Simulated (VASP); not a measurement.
The system is Pb.

```
Pb
1.0
     3.50053    0.00000    0.00000
    -1.75026    3.03155    0.00000
     0.00000    0.00000    5.71636
Pb
2
Cartesian
  0.0000 2.0210 1.4291
  1.7503 1.0105 4.2873
```

This isn't the form of Pb at room conditions, which is fcc.

| Quantity | Value |
| --- | --- |
| Program | VASP 6.6.1 |
| Task | relaxation of cell and atoms |
| Functional | BLYP |
| Potentials or basis | VASP PAW PBE potentials, release 64 (Pb_d) |
| Cutoff | 600 eV |
| k mesh | 10 × 10 × 6 |
| Occupations | fermi-dirac, width 0.1 eV |
| Spin | no spin polarisation |

At the start: pressure 6.0 GPa; volume 30.33 Å³/atom.

Problem. How do energy, volume and symmetry change on relaxing?

Solution. Over 9 steps the energy falls by 74.0 meV/atom and the volume is 34.84 Å³/atom (+14.9 %); space group P6_3/mmc (No. 194, to 0.1 Å) before and after.

The path:
```csv
step,energy change (eV),largest force (eV/Å),pressure (GPa),volume (Å³)
1,0.0000,0.0000,5.96,60.66
2,-0.1450,0.0000,-0.65,71.11
3,-0.1479,0.0000,0.03,69.57
4,-0.1479,0.0000,-0.06,69.76
5,-0.1480,0.0000,-0.03,69.64
6,-0.1480,0.0000,0.10,69.44
7,-0.1480,0.0000,0.07,69.51
8,-0.1481,0.0000,0.05,69.61
9,-0.1481,0.0000,0.01,69.67
```

Final structure:
```yaml
crystal:
  lattice:
    - [3.65207, 0.00000, 0.00000]
    - [-1.82603, 3.16278, 0.00000]
    - [0.00000, 0.00000, 6.03177]
  atoms:
    - { symbol: Pb, position: [0.33333, 0.66667, 0.25000] }
    - { symbol: Pb, position: [0.66667, 0.33333, 0.75000] }
```

Caveat: the PAW data sets were made with another functional, which shifts forces and pressure a little.
